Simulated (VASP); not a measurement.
Write the native input for VASP 6.6.1 that does the following.

```
Task                   : single point
Functional             : r2SCAN
Potentials or basis    : VASP PAW PBE potentials, release 64 (Mg, O)
Cutoff                 : 520 eV
k mesh                 : 10 × 10 × 10
Occupations            : gaussian, width 0.01 eV
Spin                   : no spin polarisation
Dipole correction      : no
Further INCAR settings : ALGO = Normal; EDIFF = 1e-06; NBANDS = 11
```

MgO:

```
Mg O
1.0
     0.00000    2.10217    2.10217
     2.10217    0.00000    2.10217
     2.10217    2.10217    0.00000
Mg O
1 1
Direct
  0.00000 0.00000 0.00000
  0.50000 0.50000 0.50000
```

These files were run (other wordings do the same):

POSCAR

```
MgO
1.0
    0.0000000000      2.1021674158      2.1021674158
    2.1021674158      0.0000000000      2.1021674158
    2.1021674158      2.1021674158      0.0000000000
Mg O
1 1
Direct
    0.0000000000      0.0000000000      0.0000000000
    0.5000000000      0.5000000000      0.5000000000
```

INCAR.step1

```
  PREC = Accurate
  ENCUT = 520
  ISMEAR = 0
  SIGMA = 0.01
  LREAL = False
  LASPH = True
  NELM = 60
  NBANDS = 11
  GGA = PE
  ALGO = Normal
  EDIFF = 1E-4
  LWAVE = True
  LCHARG = False
```

INCAR.step2

```
  PREC = Accurate
  ENCUT = 520
  EDIFF = 1E-6
  ISMEAR = 0
  SIGMA = 0.01
  LREAL = False
  LASPH = True
  NELM = 60
  ALGO = Normal
  ISIF = 2
  LWAVE = False
  LCHARG = False
  METAGGA = R2SCAN
  LMIXTAU = True
  NBANDS = 11
  ISTART = 1
```

KPOINTS

```
regular mesh
0
Gamma
  10 10 10
```

Potentials or basis: VASP PAW PBE potentials, release 64 (Mg, O).

Command:

```console
$ cat potpaw_PBE.64/Mg/POTCAR potpaw_PBE.64/O/POTCAR > POTCAR
$ cp INCAR.step1 INCAR
$ mpirun -np 1 vasp_std > vasp.out
$ cp INCAR.step2 INCAR
$ mpirun -np 1 vasp_std > vasp.out
```

Results of the run:

```json
{
 "Pressure": "-1.1 GPa",
 "Band gap on the k mesh": "5.66 eV, direct"
}
```

Caveat: the PAW data sets were made with another functional, which shifts forces and pressure a little.

Wall time 15 s on 1 thread of Intel(R) Xeon(R) 6975P-C (Granite Rapids), with other jobs on the host, peak memory 0.14 GiB.
